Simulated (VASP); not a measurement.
# KBr (Pm-3m) in VASP: notebook

KBr is run at these levels: PBE; tasks: single point.

Program: VASP 6.6.1. These are calculated values, not measurements. Logs are shortened: lines on timing, memory, paths and dates and some standing lists are left out, and cuts for length are marked.

### Step 1. The cell of the first run

The structure is cubic, space group Pm-3m (No. 221). The conventional cell has a = 3.976 Å, b = 3.976 Å, c = 3.976 Å, α = 90.00°, β = 90.00°, γ = 90.00°. Within 4.5 Å of K (site symmetry m-3m) lie 8 Br at 3.44 Å and 6 K at 3.98 Å. Within 4.5 Å of Br (site symmetry m-3m) lie 8 K at 3.44 Å and 6 Br at 3.98 Å.

### Step 2. Single point, PBE

File INCAR:

```
ALGO = Normal
EDIFF = 1E-6
ENCUT = 500
GGA = PE
GGA_COMPAT = F
ISIF = 2
ISMEAR = 0
LASPH = T
LCHARG = F
LREAL = F
LWAVE = F
NBANDS = 15
NELM = 120
PREC = Accurate
SIGMA = 0.01
```

File KPOINTS:

```
k-points
0
Gamma
  4 4 4
```

File POSCAR:

```
KBr
1.0
    3.9762553130      0.0000000000      0.0000000000
    0.0000000000      3.9762553130      0.0000000000
    0.0000000000      0.0000000000      3.9762553130
K Br
1 1
Direct
    0.0000000000      0.0000000000      0.0000000000
    0.5000000000      0.5000000000      0.5000000000
```

Potentials or basis: VASP PAW PBE potentials, release 64 (K_sv, Br).

On the command line:

```bash
$ cat potpaw_PBE.64/K_sv/POTCAR potpaw_PBE.64/Br/POTCAR > POTCAR
$ mpirun -np 1 vasp_std > vasp.out
```

OUTCAR:

```text
EDIFF = 1E-6
   ENCUT = 500
   GGA = PE
   ISIF = 2
   ISMEAR = 0
   LASPH = T
   LREAL = F
   NELM = 120
   PREC = Accurate

 ion  position               nearest neighbor table
   1  0.000  0.000  0.000-
   2  0.500  0.500  0.500-

  LATTYP: Found a simple cubic cell.
 ALAT       =     3.9762553130

  Lattice vectors:

 A1 = (   3.9762553130,   0.0000000000,   0.0000000000)
 A2 = (   0.0000000000,   3.9762553130,   0.0000000000)
 A3 = (   0.0000000000,   0.0000000000,   3.9762553130)

Analysis of symmetry for initial positions (statically):
=====================================================================
 Subroutine PRICEL returns:
 Original cell was already a primitive cell.

 Routine SETGRP: Setting up the symmetry group for a
 simple cubic supercell.

 Subroutine GETGRP returns: Found 48 space group operations
 (whereof 48 operations were pure point group operations)
 out of a pool of 48 trial point group operations.

The static configuration has the point symmetry O_h .

Analysis of symmetry for dynamics (positions and initial velocities):
=====================================================================
 Subroutine PRICEL returns:
 Original cell was already a primitive cell.

 Routine SETGRP: Setting up the symmetry group for a
 simple cubic supercell.

 Subroutine GETGRP returns: Found 48 space group operations
 (whereof 48 operations were pure point group operations)
 out of a pool of 48 trial point group operations.

The dynamic configuration has the point symmetry O_h .

 Subroutine INISYM returns: Found 48 space group operations
 (whereof 48 operations are pure point group operations),
 and found     1 'primitive' translations

----------------------------------------------------------------------------------------

                                     Primitive cell

  volume of cell :      62.8670

  direct lattice vectors                    reciprocal lattice vectors
     3.976255313  0.000000000  0.000000000     0.251492905  0.000000000  0.000000000
     0.000000000  3.976255313  0.000000000     0.000000000  0.251492905  0.000000000
     0.000000000  0.000000000  3.976255313     0.000000000  0.000000000  0.251492905

  length of vectors
     3.976255313  3.976255313  3.976255313     0.251492905  0.251492905  0.251492905

  position of ions in fractional coordinates (direct lattice)
     0.000000000  0.000000000  0.000000000
     0.500000000  0.500000000  0.500000000

  ion indices of the primitive-cell ions
   primitive index   ion index
                 1           1
                 2           2

----------------------------------------------------------------------------------------

 KPOINTS: k-points

Automatic generation of k-mesh.
 Grid dimensions read from file:
 generate k-points for:    4    4    4

 Generating k-lattice:

  Cartesian coordinates                     Fractional coordinates (reciprocal lattice)
     0.062873226  0.000000000  0.000000000     0.250000000  0.000000000  0.000000000
     0.000000000  0.062873226  0.000000000     0.000000000  0.250000000  0.000000000
     0.000000000  0.000000000  0.062873226     0.000000000  0.000000000  0.250000000

  Length of vectors
     0.062873226  0.062873226  0.062873226

  Shift w.r.t. Gamma in fractional coordinates (k-lattice)
     0.000000000  0.000000000  0.000000000

 Subroutine IBZKPT returns following result:
 ===========================================

 Found     10 irreducible k-points:

 Following reciprocal coordinates:
            Coordinates               Weight
  0.000000  0.000000  0.000000      1.000000
  0.250000  0.000000  0.000000      6.000000
  0.500000  0.000000  0.000000      3.000000
  0.250000  0.250000  0.000000     12.000000
  0.500000  0.250000  0.000000     12.000000
  0.500000  0.500000  0.000000      3.000000
  0.250000  0.250000  0.250000      8.000000
  0.500000  0.250000  0.250000     12.000000
  0.500000  0.500000  0.250000      6.000000
  0.500000  0.500000  0.500000      1.000000
   k-points           NKPTS =     10   k-points in BZ     NKDIM =     10   number of bands    NBANDS=     15
   number of dos      NEDOS =    301   number of ions     NIONS =      2
   total plane-waves  NPLWV =  27000
   dimension x,y,z NGX =    30 NGY =   30 NGZ =   30
   dimension x,y,z NGXF=    60 NGYF=   60 NGZF=   60
   ions per type =               1   1
   NGX,Y,Z   is equivalent  to a cutoff of  12.54, 12.54, 12.54 a.u.
   NGXF,Y,Z  is equivalent  to a cutoff of  25.09, 25.09, 25.09 a.u.
 SYSTEM =  unknown system
   PREC   = accura    normal or accurate (medium, high low for compatibility)
   ISTART =      0    job   : 0-new  1-cont  2-samecut
   ICHARG =      2    charge: 1-file 2-atom 10-const
   ISPIN  =      1    spin polarized calculation?
   LNONCOLLINEAR =      F non collinear calculations
   LSORBIT =      F    spin-orbit coupling
   LASPH  =      T    aspherical Exc in radial PAW
   ENCUT  =  500.0 eV  36.75 Ry    6.06 a.u.   7.25  7.25  7.25*2*pi/ulx,y,z
   NELM   =    120;   NELMIN=  2; NELMDL= -5     # of ELM steps
   EDIFF  = 0.1E-05   stopping-criterion for ELM
   LREAL  =      F    real-space projection
   EDIFFG = 0.1E-04   stopping-criterion for IOM
   NSW    =      0    number of steps for IOM
   IBRION =     -1    ionic relax: 0-MD 1-quasi-New 2-CG
   NFREE  =      0    steps in history (QN), initial steepest desc. (CG)
   ISIF   =      2    stress and relaxation
   ISYM   =      2    0-nonsym 1-usesym 2-fastsym
   POTIM  = 0.5000    time-step for ionic-motion
   TEBEG  =    0.0;   TEEND  =   0.0 temperature during run
   PSTRESS=    0.0 pullay stress
   NELECT =      16.0000    total number of electrons
   NUPDOWN=      -1.0000    fix difference up-down
   EMIN   =  10.00;   EMAX   =-10.00  energy-range for DOS
   EFERMI =   0.00;   METHOD = LEGACY
   ISMEAR =     0;   SIGMA  =   0.01  broadening in eV -4-tet -1-fermi 0-gaus
   EFERMI_NEDOS =   21; number of points for ismear=-14 and -15
   IALGO  =     38    algorithm
   IMIX   =      4    mixing-type and parameters
     AMIX     =   0.40;   BMIX     =  1.00
     AMIX_MAG =   1.60;   BMIX_MAG =  1.00
  volume/ion in A,a.u.               =      31.43       212.12
  Fermi-wavevector in a.u.,A,eV,Ry     =   1.037466  1.960527 14.644438  1.076336
  Thomas-Fermi vector in A             =   2.171905
   LORBIT       =      0    0 simple, 1 ext, 2 COOP (PROOUT), +10 PAW based schemes
   GGA     = PE    functional components
   LHFCALC =     F    Hartree Fock is set to
   AEXX    =    0.0000 exact exchange contribution
   IVDW    =     0    specifies the selected vdW correction
   LEPSILON=     F    determine dielectric tensor
   LRPA    =     F    only Hartree local field effects (RPA)
 non-spin polarized calculation
 Gauss-broadening in eV      SIGMA  =   0.01
  energy-cutoff  :      500.00
  volume of cell :       62.87
 maximum number of plane-waves:      1628
 NGX is ok and might be reduce to    30
   NGX = 15   NGY = 15   NGZ = 15

 number of electron      15.9999996 magnetization

 Free energy of the ion-electron system (eV)
  ---------------------------------------------------
  ext. energy  EPLUGINS =         0.00000000
  ---------------------------------------------------
  free energy    TOTEN  =        -6.06497058 eV

  energy without entropy =       -6.06497058  energy(sigma->0) =       -6.06497058

 E-fermi :  -0.3915     XC(G=0):  -8.0351

 val. band max:       -0.5031772056   @ k =   0.5000   0.5000   0.0000
 cond. band min:       3.5157739107   @ k =   0.0000   0.0000   0.0000
 fundamental gap:      4.0189511163
 Fermi energy:        -0.3915140754

 k-point     1 :       0.0000    0.0000    0.0000
  band No.  band energies     occupation
      1     -29.1106      2.00000
      2     -13.3828      2.00000
      3     -12.5309      2.00000
      4     -12.5309      2.00000
      5     -12.5309      2.00000
      6      -0.7804      2.00000
      7      -0.7804      2.00000
      8      -0.7804      2.00000
      9       3.5158      0.00000
     10       5.2840      0.00000
     11       5.2840      0.00000
     12       9.2528      0.00000
     13       9.2528      0.00000
     14       9.2528      0.00000
     15      11.9803      0.00000

 k-point     2 :       0.2500    0.0000    0.0000
  band No.  band energies     occupation
      1     -29.1043      2.00000
      2     -13.4759      2.00000
      3     -12.5193      2.00000
      4     -12.5193      2.00000
      5     -12.4251      2.00000
      6      -1.8380      2.00000
      7      -0.7709      2.00000
      8      -0.7709      2.00000
      9       4.7383      0.00000
     10       5.7689      0.00000
     11       6.5075      0.00000
     12       9.1401      0.00000
     13       9.1401      0.00000
     14       9.5033      0.00000
     15      10.1592      0.00000

 k-point     3 :       0.5000    0.0000    0.0000
  band No.  band energies     occupation
      1     -29.0980      2.00000
      2     -13.5629      2.00000
      3     -12.5076      2.00000
      4     -12.5076      2.00000
      5     -12.3193      2.00000
      6      -2.5998      2.00000
      7      -0.7624      2.00000
      8      -0.7624      2.00000
      9       6.1682      0.00000
     10       6.6731      0.00000
     11       7.4217      0.00000
     12       8.4120      0.00000
     13       9.2981      0.00000
     14       9.2981      0.00000
     15       9.8128      0.00000
[... 91 lines left out ...]
 k-point     9 :       0.5000    0.5000    0.2500
  band No.  band energies     occupation
      1     -29.0806      2.00000
      2     -13.0345      2.00000
      3     -12.6777      2.00000
      4     -12.6777      2.00000
      5     -12.5748      2.00000
      6      -2.0180      2.00000
      7      -2.0180      2.00000
      8      -1.3764      2.00000
      9       5.6298      0.00000
     10       7.2400      0.00000
     11       7.2400      0.00000
     12       7.6404      0.00000
     13       9.5855      0.00000
     14       9.5855      0.00000
     15      10.7928      0.00000

 k-point    10 :       0.5000    0.5000    0.5000
  band No.  band energies     occupation
      1     -29.0750      2.00000
      2     -12.9618      2.00000
      3     -12.6576      2.00000
      4     -12.6576      2.00000
      5     -12.6576      2.00000
      6      -2.0513      2.00000
      7      -2.0513      2.00000
      8      -2.0513      2.00000
      9       7.0066      0.00000
     10       7.0066      0.00000
     11       7.0066      0.00000
     12       9.0877      0.00000
     13       9.0877      0.00000
     14       9.0877      0.00000
     15      10.8209      0.00000

------------------------ aborting loop because EDIFF is reached ----------------------------------------

  FORCE on cell =-STRESS in cart. coord.  units (eV):
  Direction    XX          YY          ZZ          XY          YZ          ZX
  --------------------------------------------------------------------------------------
  -------------------------------------------------------------------------------------
  Total        0.3583415      0.3583415      0.3583415     -0.0000000     -0.0000000     -0.0000000
  in kB        9.1323983      9.1323983      9.1323983     -0.0000000     -0.0000000     -0.0000000
  external PRESSURE =       9.1323983 kB  Pullay stress =       0.0000000 kB

 VOLUME and BASIS-vectors are now :
 -----------------------------------------------------------------------------
  energy-cutoff  :      500.00
  volume of cell :       62.87
      direct lattice vectors                 reciprocal lattice vectors
     3.976255313  0.000000000  0.000000000     0.251492905  0.000000000  0.000000000
     0.000000000  3.976255313  0.000000000     0.000000000  0.251492905  0.000000000
     0.000000000  0.000000000  3.976255313     0.000000000  0.000000000  0.251492905

 POSITION                                       TOTAL-FORCE (eV/Angst)
 -----------------------------------------------------------------------------------
      0.00000      0.00000      0.00000         0.000000      0.000000      0.000000
      1.98813      1.98813      1.98813         0.000000      0.000000      0.000000
 -----------------------------------------------------------------------------------
    total drift:                                0.000000      0.000000     -0.000000

  FREE ENERGIE OF THE ION-ELECTRON SYSTEM (eV)
  ---------------------------------------------------
  free  energy   TOTEN  =        -6.0649705760 eV

  energy  without entropy=       -6.0649705760  energy(sigma->0) =       -6.06497058
```

Wall time 4.9 s (1 thread of Intel Xeon 6975P-C (Granite Rapids), shared host); peak memory 0.16 GiB.

Results:

```
Free energy            : -6.0650 eV
Pressure               : 0.9 GPa
Band gap on the k mesh : 4.02 eV, indirect (least direct gap 4.30 eV)
```

Levels at points of the mesh, in eV from the valence-band top:
| k point | band 4 | band 5 | band 6 | band 7 | band 8 | band 9 | band 10 | band 11 | band 12 | band 13 |
| --- | --- | --- | --- | --- | --- | --- | --- | --- | --- | --- |
| (0.00, 0.00, 0.00) | -12.03 | -12.03 | -0.28 | -0.28 | -0.28 | 4.02 | 5.79 | 5.79 | 9.76 | 9.76 |
| (0.50, 0.00, 0.00) | -12.00 | -11.82 | -2.10 | -0.26 | -0.26 | 6.67 | 7.18 | 7.92 | 8.92 | 9.80 |
| (0.50, 0.50, 0.00) | -12.19 | -11.99 | -1.48 | -1.48 | 0.00 | 5.23 | 6.54 | 8.07 | 8.07 | 10.64 |
| (0.50, 0.50, 0.50) | -12.15 | -12.15 | -1.55 | -1.55 | -1.55 | 7.51 | 7.51 | 7.51 | 9.59 | 9.59 |

### Step 3. Single point, PBE

File INCAR:

```
  ALGO = Normal
  EDIFF = 1E-6
  ENCUT = 500
  GGA = PE
  GGA_COMPAT = False
  ISIF = 2
  ISMEAR = 1
  LASPH = True
  LCHARG = True
  LELF = True
  LREAL = False
  LVHAR = True
  LWAVE = False
  NBANDS = 15
  NELM = 120
  PREC = Accurate
  SIGMA = 0.001
```

KPOINTS is that of step 2.

POSCAR is that of step 2.

Potentials or basis: VASP PAW PBE potentials, release 64 (K_sv, Br).

On the command line:

```bash
$ cat potpaw_PBE.64/K_sv/POTCAR potpaw_PBE.64/Br/POTCAR > POTCAR
$ mpirun -np 1 vasp_std > vasp.out
```

OUTCAR:

```text
EDIFF = 1E-6
   ENCUT = 500
   GGA = PE
   ISIF = 2
   ISMEAR = 1
   LASPH = True
   LREAL = False
   NELM = 120
   PREC = Accurate

 ion  position               nearest neighbor table
   1  0.000  0.000  0.000-
   2  0.500  0.500  0.500-

  LATTYP: Found a simple cubic cell.
 ALAT       =     3.9762553130

  Lattice vectors:

 A1 = (   3.9762553130,   0.0000000000,   0.0000000000)
 A2 = (   0.0000000000,   3.9762553130,   0.0000000000)
 A3 = (   0.0000000000,   0.0000000000,   3.9762553130)

Analysis of symmetry for initial positions (statically):
=====================================================================
 Subroutine PRICEL returns:
 Original cell was already a primitive cell.

 Routine SETGRP: Setting up the symmetry group for a
 simple cubic supercell.

 Subroutine GETGRP returns: Found 48 space group operations
 (whereof 48 operations were pure point group operations)
 out of a pool of 48 trial point group operations.

The static configuration has the point symmetry O_h .

Analysis of symmetry for dynamics (positions and initial velocities):
=====================================================================
 Subroutine PRICEL returns:
 Original cell was already a primitive cell.

 Routine SETGRP: Setting up the symmetry group for a
 simple cubic supercell.

 Subroutine GETGRP returns: Found 48 space group operations
 (whereof 48 operations were pure point group operations)
 out of a pool of 48 trial point group operations.

The dynamic configuration has the point symmetry O_h .

 Subroutine INISYM returns: Found 48 space group operations
 (whereof 48 operations are pure point group operations),
 and found     1 'primitive' translations

----------------------------------------------------------------------------------------

                                     Primitive cell

  volume of cell :      62.8670
[... 101 lines left out ...]
   AEXX    =    0.0000 exact exchange contribution
   IVDW    =     0    specifies the selected vdW correction
   LEPSILON=     F    determine dielectric tensor
   LRPA    =     F    only Hartree local field effects (RPA)
 non-spin polarized calculation
 Methfessel and Paxton  Order N= 1 SIGMA  =   0.00
  energy-cutoff  :      500.00
  volume of cell :       62.87
 maximum number of plane-waves:      1628
 NGX is ok and might be reduce to    30
   NGX = 15   NGY = 15   NGZ = 15

 number of electron      15.9999996 magnetization

 Free energy of the ion-electron system (eV)
  ---------------------------------------------------
  ext. energy  EPLUGINS =         0.00000000
  ---------------------------------------------------
  free energy    TOTEN  =        -6.06497058 eV

  energy without entropy =       -6.06497058  energy(sigma->0) =       -6.06497058

 E-fermi :  -0.3915     XC(G=0):  -8.0351

 val. band max:       -0.5031772056   @ k =   0.5000   0.5000   0.0000
 cond. band min:       3.5157739107   @ k =   0.0000   0.0000   0.0000
 fundamental gap:      4.0189511162
 Fermi energy:        -0.3915140754

 k-point     1 :       0.0000    0.0000    0.0000
  band No.  band energies     occupation
      1     -29.1106      2.00000
      2     -13.3828      2.00000
      3     -12.5309      2.00000
      4     -12.5309      2.00000
      5     -12.5309      2.00000
      6      -0.7804      2.00000
      7      -0.7804      2.00000
      8      -0.7804      2.00000
      9       3.5158      0.00000
     10       5.2840      0.00000
     11       5.2840      0.00000
     12       9.2528      0.00000
     13       9.2528      0.00000
     14       9.2528      0.00000
[... 149 lines left out ...]
      2     -12.9618      2.00000
      3     -12.6576      2.00000
      4     -12.6576      2.00000
      5     -12.6576      2.00000
      6      -2.0513      2.00000
      7      -2.0513      2.00000
      8      -2.0513      2.00000
      9       7.0066      0.00000
     10       7.0066      0.00000
     11       7.0066      0.00000
     12       9.0877      0.00000
     13       9.0877      0.00000
     14       9.0877      0.00000
     15      10.8209      0.00000

------------------------ aborting loop because EDIFF is reached ----------------------------------------

  FORCE on cell =-STRESS in cart. coord.  units (eV):
  Direction    XX          YY          ZZ          XY          YZ          ZX
  --------------------------------------------------------------------------------------
  -------------------------------------------------------------------------------------
  Total        0.3583414      0.3583414      0.3583414      0.0000000     -0.0000000     -0.0000000
  in kB        9.1323982      9.1323982      9.1323982      0.0000000     -0.0000000     -0.0000000
  external PRESSURE =       9.1323982 kB  Pullay stress =       0.0000000 kB

 VOLUME and BASIS-vectors are now :
 -----------------------------------------------------------------------------
  energy-cutoff  :      500.00
  volume of cell :       62.87
      direct lattice vectors                 reciprocal lattice vectors
     3.976255313  0.000000000  0.000000000     0.251492905  0.000000000  0.000000000
     0.000000000  3.976255313  0.000000000     0.000000000  0.251492905  0.000000000
     0.000000000  0.000000000  3.976255313     0.000000000  0.000000000  0.251492905

 POSITION                                       TOTAL-FORCE (eV/Angst)
 -----------------------------------------------------------------------------------
      0.00000      0.00000      0.00000         0.000000      0.000000      0.000000
      1.98813      1.98813      1.98813         0.000000      0.000000      0.000000
 -----------------------------------------------------------------------------------
    total drift:                                0.000000      0.000000     -0.000000

  FREE ENERGIE OF THE ION-ELECTRON SYSTEM (eV)
  ---------------------------------------------------
  free  energy   TOTEN  =        -6.0649705761 eV

  energy  without entropy=       -6.0649705761  energy(sigma->0) =       -6.06497058
```

Wall time 5.1 s (1 thread of Intel Xeon 6975P-C (Granite Rapids), shared host); peak memory 0.16 GiB.

What came out:

| Quantity | Value |
| --- | --- |
| Free energy | -6.0650 eV |
| Pressure | 0.9 GPa |
| Band gap on the k mesh | 4.02 eV, indirect (least direct gap 4.30 eV) |

Levels at points of the mesh, in eV from the valence-band top:
```csv
k point,band 5,band 6,band 7,band 8,band 9,band 10,band 11,band 12
"(0.00, 0.00, 0.00)",-12.03,-0.28,-0.28,-0.28,4.02,5.79,5.79,9.76
"(0.50, 0.00, 0.00)",-11.82,-2.10,-0.26,-0.26,6.67,7.18,7.92,8.92
"(0.50, 0.50, 0.00)",-11.99,-1.48,-1.48,0.00,5.23,6.54,8.07,8.07
"(0.50, 0.50, 0.50)",-12.15,-1.55,-1.55,-1.55,7.51,7.51,7.51,9.59
```
